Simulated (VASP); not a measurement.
# Fe (Fm-3m) in VASP: further runs

The runs below take Fe through relaxation of cell and atoms, with r2SCAN, r2SCAN+D4.

Everything below comes from runs of VASP 6.6.1. Logs are shortened: lines on timing, memory, paths and dates and some standing lists are left out, and cuts for length are marked.

### Step 1. The cell of the first run

Symmetry: Fm-3m, No. 225, cubic system. Conventional cell: a = 3.519 Å, b = 3.519 Å, c = 3.519 Å, α = 90.00°, β = 90.00°, γ = 90.00°. Within 3.3 Å of Fe (site symmetry m-3m) lie 12 Fe at 2.49 Å.

This isn't the form of Fe at room conditions, which is bcc.

### Step 2. Relaxation of cell and atoms, r2SCAN, collinear spin, ferromagnetic start

Input file POSCAR:

```
Fe
1.0
    0.0000000000      1.7595652491      1.7595652491
    1.7595652491      0.0000000000      1.7595652491
    1.7595652491      1.7595652491      0.0000000000
Fe
1
Direct
    0.0000000000      0.0000000000      0.0000000000
```

Input file INCAR.step1:

```
PREC = Accurate ; ENCUT = 600
ISMEAR = -1 ; SIGMA = 0.05
LREAL = F ; LASPH = T
NELM = 150 ; ISPIN = 2
MAGMOM = 3 ; LMAXMIX = 4
GGA = PE ; ALGO = Normal
EDIFF = 1E-4 ; LWAVE = T
LCHARG = F
```

Input file INCAR.step2:

```
PREC = Accurate ; ENCUT = 600
EDIFF = 1E-6 ; ISMEAR = -1
SIGMA = 0.05 ; LREAL = F
LASPH = T ; NELM = 150
ALGO = Normal ; ISIF = 3
LWAVE = F ; LCHARG = F
ISPIN = 2 ; MAGMOM = 3
LORBIT = 11 ; LMAXMIX = 4
METAGGA = R2SCAN ; LMIXTAU = T
IBRION = 2 ; NSW = 100
EDIFFG = -0.005 ; ISTART = 1
```

Input file KPOINTS:

```
Automatic mesh
0
Gamma
  16 16 16
```

Potentials or basis: VASP PAW PBE potentials, release 64 (Fe).

The run is started by

```sh
$ cat potpaw_PBE.64/Fe/POTCAR > POTCAR
$ cp INCAR.step1 INCAR
$ mpirun -np 1 vasp_std > vasp.out
$ cp INCAR.step2 INCAR
$ mpirun -np 1 vasp_std > vasp.out
```

OUTCAR:

```text
PREC = Accurate
   ENCUT = 600
   EDIFF = 1E-6
   ISMEAR = -1
   LREAL = F
   LASPH = T
   NELM = 150
   ISIF = 3
   ISPIN = 2
   LORBIT = 11
   METAGGA = R2SCAN
   IBRION = 2
   NSW = 100
   EDIFFG = -0.005
   ISTART = 1

 ion  position               nearest neighbor table
   1  0.000  0.000  0.000-

  LATTYP: Found a face centered cubic cell.
 ALAT       =     3.5191304982

  Lattice vectors:

 A1 = (   0.0000000000,   1.7595652491,   1.7595652491)
 A2 = (   1.7595652491,   0.0000000000,   1.7595652491)
 A3 = (   1.7595652491,   1.7595652491,   0.0000000000)

Analysis of symmetry for initial positions (statically):
=====================================================================
 Subroutine PRICEL returns:
 Original cell was already a primitive cell.

 Routine SETGRP: Setting up the symmetry group for a
 face centered cubic supercell.

 Subroutine GETGRP returns: Found 48 space group operations
 (whereof 48 operations were pure point group operations)
 out of a pool of 48 trial point group operations.

The static configuration has the point symmetry O_h .

Analysis of symmetry for dynamics (positions and initial velocities):
=====================================================================
 Subroutine PRICEL returns:
 Original cell was already a primitive cell.

 Routine SETGRP: Setting up the symmetry group for a
 face centered cubic supercell.

 Subroutine GETGRP returns: Found 48 space group operations
 (whereof 48 operations were pure point group operations)
 out of a pool of 48 trial point group operations.

The dynamic configuration has the point symmetry O_h .

Analysis of structural, dynamic, and magnetic symmetry:
=====================================================================
 Subroutine PRICEL returns:
 Original cell was already a primitive cell.

 Routine SETGRP: Setting up the symmetry group for a
 face centered cubic supercell.

 Subroutine GETGRP returns: Found 48 space group operations
 (whereof 48 operations were pure point group operations)
 out of a pool of 48 trial point group operations.

The overall configuration has the point symmetry O_h .

 Subroutine INISYM returns: Found 48 space group operations
 (whereof 48 operations are pure point group operations),
 and found     1 'primitive' translations

----------------------------------------------------------------------------------------

                                     Primitive cell

  volume of cell :      10.8955

  direct lattice vectors                    reciprocal lattice vectors
     0.000000000  1.759565249  1.759565249    -0.284161102  0.284161102  0.284161102
     1.759565249  0.000000000  1.759565249     0.284161102 -0.284161102  0.284161102
     1.759565249  1.759565249  0.000000000     0.284161102  0.284161102 -0.284161102

  length of vectors
     2.488401039  2.488401039  2.488401039     0.492181466  0.492181466  0.492181466

  position of ions in fractional coordinates (direct lattice)
     0.000000000  0.000000000  0.000000000

  ion indices of the primitive-cell ions
   primitive index   ion index
                 1           1

----------------------------------------------------------------------------------------

 KPOINTS: Automatic mesh

Automatic generation of k-mesh.
 Grid dimensions read from file:
 generate k-points for:   16   16   16

 Generating k-lattice:

  Cartesian coordinates                     Fractional coordinates (reciprocal lattice)
    -0.017760069  0.017760069  0.017760069     0.062500000  0.000000000  0.000000000
     0.017760069 -0.017760069  0.017760069     0.000000000  0.062500000  0.000000000
     0.017760069  0.017760069 -0.017760069     0.000000000  0.000000000  0.062500000

  Length of vectors
     0.030761342  0.030761342  0.030761342

  Shift w.r.t. Gamma in fractional coordinates (k-lattice)
     0.000000000  0.000000000  0.000000000

 Subroutine IBZKPT returns following result:
 ===========================================

 Found    145 irreducible k-points:

 Following reciprocal coordinates:
            Coordinates               Weight
  0.000000  0.000000  0.000000      1.000000
  0.062500  0.000000  0.000000      8.000000
  0.125000  0.000000  0.000000      8.000000
  0.187500  0.000000  0.000000      8.000000
  0.250000  0.000000  0.000000      8.000000
  0.312500  0.000000  0.000000      8.000000
[... 16 lines left out ...]
 -0.125000  0.062500  0.000000     24.000000
 -0.062500  0.062500  0.000000     12.000000
 [... further k-points ...]
   k-points           NKPTS =    145   k-points in BZ     NKDIM =    145   number of bands    NBANDS=     10
   number of dos      NEDOS =    301   number of ions     NIONS =      1
   total plane-waves  NPLWV =   8000
   dimension x,y,z NGX =    20 NGY =   20 NGZ =   20
   dimension x,y,z NGXF=    40 NGYF=   40 NGZF=   40
   ions per type =               1
   NGX,Y,Z   is equivalent  to a cutoff of  13.36, 13.36, 13.36 a.u.
   NGXF,Y,Z  is equivalent  to a cutoff of  26.72, 26.72, 26.72 a.u.
 SYSTEM =  unknown system
   PREC   = accura    normal or accurate (medium, high low for compatibility)
   ISTART =      1    job   : 0-new  1-cont  2-samecut
   ICHARG =      0    charge: 1-file 2-atom 10-const
   ISPIN  =      2    spin polarized calculation?
   LNONCOLLINEAR =      F non collinear calculations
   LSORBIT =      F    spin-orbit coupling
   LASPH  =      T    aspherical Exc in radial PAW
   ENCUT  =  600.0 eV  44.10 Ry    6.64 a.u.   4.97  4.97  4.97*2*pi/ulx,y,z
   NELM   =    150;   NELMIN=  2; NELMDL=  0     # of ELM steps
   EDIFF  = 0.1E-05   stopping-criterion for ELM
   LREAL  =      F    real-space projection
   EDIFFG = -.5E-02   stopping-criterion for IOM
   NSW    =    100    number of steps for IOM
   IBRION =      2    ionic relax: 0-MD 1-quasi-New 2-CG
   NFREE  =      1    steps in history (QN), initial steepest desc. (CG)
   ISIF   =      3    stress and relaxation
   ISYM   =      2    0-nonsym 1-usesym 2-fastsym
   POTIM  = 0.5000    time-step for ionic-motion
   TEBEG  =    0.0;   TEEND  =   0.0 temperature during run
   PSTRESS=    0.0 pullay stress
   NELECT =       8.0000    total number of electrons
   NUPDOWN=      -1.0000    fix difference up-down
   EMIN   =  10.00;   EMAX   =-10.00  energy-range for DOS
   EFERMI =   0.00;   METHOD = LEGACY
   ISMEAR =    -1;   SIGMA  =   0.05  broadening in eV -4-tet -1-fermi 0-gaus
   EFERMI_NEDOS =   21; number of points for ismear=-14 and -15
   IALGO  =     38    algorithm
   IMIX   =      4    mixing-type and parameters
     AMIX     =   0.40;   BMIX     =  1.00
     AMIX_MAG =   1.60;   BMIX_MAG =  1.00
  volume/ion in A,a.u.               =      10.90        73.53
  Fermi-wavevector in a.u.,A,eV,Ry     =   1.476917  2.790969 29.678172  2.181284
  Thomas-Fermi vector in A             =   2.591385
   LORBIT       =     11    0 simple, 1 ext, 2 COOP (PROOUT), +10 PAW based schemes
   METAGGA = R2SCAN    functional components
   LHFCALC =     F    Hartree Fock is set to
   AEXX    =    0.0000 exact exchange contribution
   IVDW    =     0    specifies the selected vdW correction
   LEPSILON=     F    determine dielectric tensor
   LRPA    =     F    only Hartree local field effects (RPA)
 conjugate gradient relaxation of ions
 spin polarized calculation
  energy-cutoff  :      600.00
  volume of cell :       10.90
 maximum number of plane-waves:       380
   NGX =  9   NGY =  9   NGZ =  9

--------------------------------------- Ionic step        1  -------------------------------------------

 number of electron       7.9999997 magnetization       2.6912105

 Free energy of the ion-electron system (eV)
  ---------------------------------------------------
  ext. energy  EPLUGINS =         0.00000000
  ---------------------------------------------------
  free energy    TOTEN  =       -14.18088740 eV

  energy without entropy =      -14.17386964  energy(sigma->0) =      -14.17737852

------------------------ aborting loop because EDIFF is reached ----------------------------------------

  FORCE on cell =-STRESS in cart. coord.  units (eV):
  Direction    XX          YY          ZZ          XY          YZ          ZX
  --------------------------------------------------------------------------------------
  -------------------------------------------------------------------------------------
  Total        1.5561095      1.5561095      1.5561095      0.0000000      0.0000000     -0.0000000
  in kB      228.8255939    228.8255939    228.8255939      0.0000000      0.0000000     -0.0000000
  external PRESSURE =     228.8255939 kB  Pullay stress =       0.0000000 kB
[... 90 lines left out ...]
  energy  without entropy=      -14.2542127432  energy(sigma->0) =      -14.25726336

--------------------------------------- Ionic step        4  -------------------------------------------

 number of electron       8.0000007 magnetization       2.7928107

 Free energy of the ion-electron system (eV)
  ---------------------------------------------------
  ext. energy  EPLUGINS =         0.00000000
  ---------------------------------------------------
  free energy    TOTEN  =       -14.26034311 eV

  energy without entropy =      -14.25426000  energy(sigma->0) =      -14.25730156

 E-fermi :   5.7211     XC(G=0): -13.8466

 val. band max:        5.7100901551   @ k =   0.5000   0.1250   0.0625
 cond. band min:       5.7320353539   @ k =   0.4375   0.1875   0.0000
 fundamental gap:      0.0219451989
 Fermi energy:         5.7211081774

 spin component 1

 k-point     1 :       0.0000    0.0000    0.0000
  band No.  band energies     occupation
      1      -3.1957      1.00000
      2       2.2571      1.00000
      3       2.2571      1.00000
      4       2.2571      1.00000
      5       3.1471      1.00000
      6       3.1471      1.00000
      7      28.1161      0.00000
      8      32.0755      0.00000
      9      32.0755      0.00000
     10      32.0756      0.00000
[... 287 lines left out ...]
 k-point    24 :      -0.0625    0.0625    0.0000
  band No.  band energies     occupation
      1      -2.7982      1.00000
      2       2.1453      1.00000
      3       2.3465      1.00000
      4       2.3645      1.00000
      5       3.0595      1.00000
      6       3.1696      1.00000
      7      26.9262      0.00000
      8      28.6666      0.00000
      9      30.8300      0.00000
     10      32.5841      0.00000

 [... further k-points ...]

 spin component 2

 k-point     1 :       0.0000    0.0000    0.0000
  band No.  band energies     occupation
      1      -3.6564      1.00000
      2       5.7701      0.27296
      3       5.7701      0.27295
      4       5.7702      0.27271
      5       7.7706      0.00000
      6       7.7706      0.00000
      7      27.3349      0.00000
      8      33.1426      0.00000
      9      33.1426      0.00000
     10      33.1427      0.00000
[... 327 lines left out ...]
  FREE ENERGIE OF THE ION-ELECTRON SYSTEM (eV)
  ---------------------------------------------------
  free  energy   TOTEN  =       -14.2603431134 eV

  energy  without entropy=      -14.2542600032  energy(sigma->0) =      -14.25730156

 reached required accuracy - stopping structural energy minimisation

 total charge

# of ion       s       p       d       tot
------------------------------------------
    1        0.481   0.536   6.132   7.149

 magnetization (x)

# of ion       s       p       d       tot
------------------------------------------
    1       -0.010  -0.089   2.945   2.846
```

Run time: 6.4 min. Hardware: 1 thread of AMD EPYC 9R45 (Zen 5), shared host; peak memory 0.14 GiB.

Results:

```
Free energy                                           : -14.2603 eV
Relaxed volume                                        : 12.08 Å³/atom
Relaxed cell                                          : a = 2.576 Å, b = 2.576 Å, c = 2.576 Å, α = 60.00°, β = 60.00°, γ = 60.00°
Space group after relaxing (to 0.1 Å)                 : Fm-3m (No. 225)
Energy gained by relaxing                             : 79.5 meV/atom
Ionic steps                                           : 4
Pressure after relaxing                               : 0.0 GPa
Net moment                                            : 2.79 μB per cell
Site moments                                          : Fe +2.85 μB
Valence electrons inside the program's atomic spheres : Fe 7.15
```

The path:
```
step  energy change (eV)  largest force (eV/Å)  pressure (GPa)  volume (Å³)
   1              0.0000                0.0000           22.88        10.90
   2             -0.0046                0.0000          -14.05        13.54
   3             -0.0794                0.0000           -0.34        12.11
   4             -0.0795                0.0000            0.01        12.08
```

Final structure:
```yaml
crystal:
  lattice:
    - [0.00000, 1.82139, 1.82139]
    - [1.82139, 0.00000, 1.82139]
    - [1.82139, 1.82139, 0.00000]
  atoms:
    - { symbol: Fe, position: [0.00000, 0.00000, 0.00000] }
```

Levels at points of the mesh, in eV from the Fermi level:
Spin up:
```
           k point  band 3  band 4  band 5  band 6  band 7  band 8
(0.00, 0.00, 0.00)   -3.46   -3.46   -2.57   -2.57   22.39   26.35
(0.50, 0.00, 0.00)   -3.65   -1.62   -1.62   -0.44    5.49   20.96
(0.50, 0.50, 0.00)   -1.81   -1.32   -1.32    2.24    8.84   14.13
```
Spin down:
```tsv
k point	band 1	band 2	band 3	band 4	band 5	band 6	band 7	band 8
(0.00, 0.00, 0.00)	-9.38	0.05	0.05	0.05	2.05	2.05	21.61	27.42
(0.50, 0.00, 0.00)	-3.91	-0.91	0.21	0.21	2.71	2.71	7.92	20.33
(0.50, 0.50, 0.00)	-3.40	-2.64	2.04	2.71	2.71	2.99	11.09	14.97
```

Caveat: the PAW data sets were made with another functional, which shifts forces and pressure a little.

(Part 1 of 2 ends here.)
